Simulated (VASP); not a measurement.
Wanted: the native input for a VASP 6.6.1 run.

| Quantity | Value |
| --- | --- |
| Task | single point |
| Functional | BLYP |
| Potentials or basis | VASP PAW PBE potentials, release 64 (Be) |
| Cutoff | 520 eV |
| k mesh | 18 × 18 × 5 |
| Occupations | fermi-dirac, width 0.1 eV |
| Spin | no spin polarisation |
| Dipole correction | no |
| Further INCAR settings | ALGO = Normal; EDIFF = 1e-06; NBANDS = 12 |

The structure of Be lies in POSCAR:

```
Be
1.0
    2.2594386333      0.0000000000      0.0000000000
   -1.1297193167      1.9567312547      0.0000000000
    0.0000000000      0.0000000000      7.1656445175
Be
4
Direct
    1.0000000000      0.0000000000      0.0000000000
    1.0000000000      0.0000000000      0.5000000000
    0.3333333333      0.6666666667      0.2500000000
    0.6666666667      0.3333333333      0.7500000000
```

These files were run (other wordings do the same):

INCAR

```
AGGAC = 1.0 ; AGGAX = 1.0
ALDAC = 0.0 ; ALDAX = 1.0
ALGO = Normal ; EDIFF = 1E-6
ENCUT = 520 ; GGA = B5
ISIF = 2 ; ISMEAR = -1
LASPH = True ; LCHARG = False
LREAL = False ; LWAVE = False
NBANDS = 12 ; NELM = 60
PREC = Accurate ; SIGMA = 0.1
```

KPOINTS

```
k-points
0
Gamma
  18 18 5
```

Potentials or basis: VASP PAW PBE potentials, release 64 (Be).

Launch:

```sh
$ cat potpaw_PBE.64/Be/POTCAR > POTCAR
$ mpirun -np 1 vasp_std > vasp.out
```

It gave:

```
Pressure               : 0.1 GPa
Band gap on the k mesh : zero (band 4 reaches 8.34 eV, above the bottom of band 5 at 6.96 eV)
```

Caveat: the PAW data sets were made with another functional, which shifts forces and pressure a little.

Wall time 21 s on 1 thread of AMD EPYC 9R45 96-Core Processor (Zen 5) (shared host), peak memory 0.13 GiB.
